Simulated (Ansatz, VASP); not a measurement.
# One calculation of TePt3, two programs

Contents of INCAR:

```
PREC = Accurate ; ENCUT = 600
EDIFF = 1E-7 ; ISMEAR = 0
SIGMA = 0.1 ; LREAL = False
LASPH = True ; NELM = 60
ALGO = Fast ; ISIF = 3
LWAVE = False ; LCHARG = False
GGA = PE ; IBRION = 2
NSW = 100 ; EDIFFG = -0.01
```

File KPOINTS:

```
regular mesh
0
Gamma
  12 12 12
```

POSCAR

```
TePt3
1.0
   -2.6874342286      2.6874342286      2.6874342286
    2.6874342286     -2.6874342286      2.6874342286
    2.6874342286      2.6874342286     -2.6874342286
Te Pt
1 3
Direct
    0.0000000000      0.0000000000      0.0000000000
    0.0000000000      0.5000000000      0.5000000000
    0.5000000000      0.0000000000      0.5000000000
    0.5000000000      0.5000000000      0.0000000000
```

Input for Ansatz:

```yaml
crystal:
  lattice:
    - [-2.6874342286, 2.6874342286, 2.6874342286]
    - [2.6874342286, -2.6874342286, 2.6874342286]
    - [2.6874342286, 2.6874342286, -2.6874342286]
  atoms:
    - { symbol: Te, position: [0.0, 0.0, 0.0] }
    - { symbol: Pt, position: [0.0, 0.5, 0.5] }
    - { symbol: Pt, position: [0.5, 0.0, 0.5] }
    - { symbol: Pt, position: [0.5, 0.5, 0.0] }
basis:
  ecutwfc: 420
kpoints:
  mp_grid: { grid: [12, 12, 12] }
hamiltonian:
  xc: pbe
scf:
  occupations: { method: gaussian, width: 0.1 }
output:
  forces: true
  stress: true
  eigenvalues: true
  write_density: true
  write_potential: true
  elf: true
  volumetric_format: npy
relax:
  adjacent_minimum: "off"
  f_tol: 0.01
  max_steps: 80
  cell: { stress_tol: 0.05 }
```

Change from the starting cell: species swapped into the Sb3Au type (Im-3m, No. 229).

Alike in both runs: task relaxation of cell and atoms; functional PBE; k mesh 12 × 12 × 12; occupations gaussian, width 0.1 eV; no spin polarisation.

```csv
,VASP,Ansatz
version,VASP 6.6.1,Ansatz 0.2.0
potentials or method,"VASP PAW PBE potentials, release 64 (Te, Pt), cutoff 600 eV","scalar-relativistic, plane waves, PAW"
valence electrons in the cell,36,70
```

```csv
,VASP,Ansatz,Ansatz less VASP
"gap on the k mesh at the Fermi level, each at its own relaxed structure (eV)",none,none,-
relaxed volume (Å³/atom),19.22,19.26,+0.034
relaxed cell length with the largest relative difference (Å),4.640,4.643,+0.0028
```

A gap of «none» marks a metal or a gap that the smearing closes. VASP's potentials hold 36 valence electrons a cell and Ansatz's 70, so a difference there can come from the potentials and not from the codes.

Neither program's run includes spin-orbit coupling.
